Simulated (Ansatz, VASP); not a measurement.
## Al2Cu in VASP and in Ansatz

Contents of INCAR:

```
PREC = Accurate
ENCUT = 520
EDIFF = 1E-7
ISMEAR = 0
SIGMA = 0.15
LREAL = False
LASPH = True
NELM = 100
ALGO = Normal
ISIF = 2
LWAVE = False
LCHARG = True
GGA = PE
LELF = True
LVHAR = True
NBANDS = 16
```

The input KPOINTS:

```
Automatic mesh
0
Gamma
  10 10 14
```

POSCAR

```
Al2Cu
1.0
    3.9288000000      0.0000000000      0.0000000000
    0.0000000000      3.9288000000      0.0000000000
    0.0000000000      0.0000000000      2.7309000000
Al Cu
2 1
Direct
    0.5000000000      0.0000000000      0.5000000000
    0.0000000000      0.5000000000      0.5000000000
    0.0000000000      0.0000000000      0.0000000000
```

Input for Ansatz:

```yaml
crystal:
  lattice:
    - [3.9288, 0.0, 0.0]
    - [0.0, 3.9288, 0.0]
    - [0.0, 0.0, 2.7309]
  atoms:
    - { symbol: Al, position: [0.5, 0.0, 0.5] }
    - { symbol: Al, position: [0.0, 0.5, 0.5] }
    - { symbol: Cu, position: [0.0, 0.0, 0.0] }
basis:
  ecutwfc: 520.0
kpoints:
  mp_grid: { grid: [10, 10, 14] }
hamiltonian:
  xc: pbe
  pseudopotentials: { kind: paw, azcp: { folder: soft_1 } }
scf:
  occupations: { method: gaussian, width: 0.15 }
output:
  forces: true
  stress: true
  eigenvalues: true
```

Alike in both runs: task single point; functional PBE; k mesh 10 × 10 × 14; occupations gaussian, width 0.15 eV; no spin polarisation.

|  | VASP | Ansatz |
| --- | --- | --- |
| version | VASP 6.6.1 | Ansatz 0.2.0 |
| potentials or method | VASP PAW PBE potentials, release 64 (Al, Cu), cutoff 520 eV | scalar-relativistic, plane waves, PAW |
| valence electrons in the cell | 17 | 25 |

```csv
,VASP,Ansatz,Ansatz less VASP
gap on the k mesh at the Fermi level (eV),none,none,-
pressure (GPa),19.3,19.2,-0.12
"traceless stress, the component that is largest in VASP (GPa)",0.93,0.88,-0.046
```

A gap of «none» marks a metal or a gap that the smearing closes. VASP's potentials hold 17 valence electrons a cell and Ansatz's 25, so a difference there can come from the potentials and not from the codes.
